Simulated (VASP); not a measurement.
Write the native input for VASP 6.6.1 that does the following.

- Task: single point
- Functional: PBEsol
- Potentials or basis: VASP PAW PBE potentials, release 64 (Ti_sv, O)
- Cutoff: 520 eV
- k mesh: 6 × 6 × 10
- Occupations: gaussian, width 0.02 eV
- Spin: no spin polarisation
- Dipole correction: no
- Further INCAR settings: ALGO = Normal; EDIFF = 1e-06; NBANDS = 33

The structure of TiO2 lies in POSCAR:

```
TiO2
1.0
    4.5908688254      0.0000000000      0.0000000000
    0.0000000000      4.5908688254      0.0000000000
    0.0000000000      0.0000000000      2.9392264225
Ti O
2 4
Direct
    0.0000000000      0.0000000000      0.0000000000
    0.5000000000      0.5000000000      0.5000000000
    0.3044100930      0.3044100930      0.0000000000
    0.1955899070      0.8044100930      0.5000000000
    0.6955899070      0.6955899070      0.0000000000
    0.8044100930      0.1955899070      0.5000000000
```

The input as run:

INCAR

```
ALGO     = Normal         # electronic algorithm
EDIFF    = 1E-6           # SCF threshold, eV
ENCUT    = 520            # plane-wave cutoff, eV
GGA      = PS             # functional
ISIF     = 2              # what is computed and relaxed
ISMEAR   = 0              # smearing method
LASPH    = True           # aspherical terms in the spheres
LCHARG   = True           # write CHGCAR
LELF     = True           # ELF
LREAL    = False          # projectors in reciprocal space
LVHAR    = True         
LWAVE    = False          # write WAVECAR
NBANDS   = 33             # bands
NELM     = 60             # most SCF steps
PREC     = Accurate       # precision mode
SIGMA    = 0.02           # smearing width, eV
```

KPOINTS

```
k-points
0
Gamma
  6 6 10
```

Potentials or basis: VASP PAW PBE potentials, release 64 (Ti_sv, O).

Command:

```bash
$ cat potpaw_PBE.64/Ti_sv/POTCAR potpaw_PBE.64/O/POTCAR > POTCAR
$ mpirun -np 1 vasp_std > vasp.out
```

Results of the run:

```yaml
Pressure: 0.6 GPa
Largest_force: 0.021 eV/Å
Band_gap_on_the_k_mesh: 1.84 eV, direct
```

Caveat: the PAW data sets were made with another functional, which shifts forces and pressure a little.

It took 90 s on 1 thread of Intel(R) Xeon(R) Platinum 8488C (Sapphire Rapids), on a shared host, peak memory 0.23 GiB.
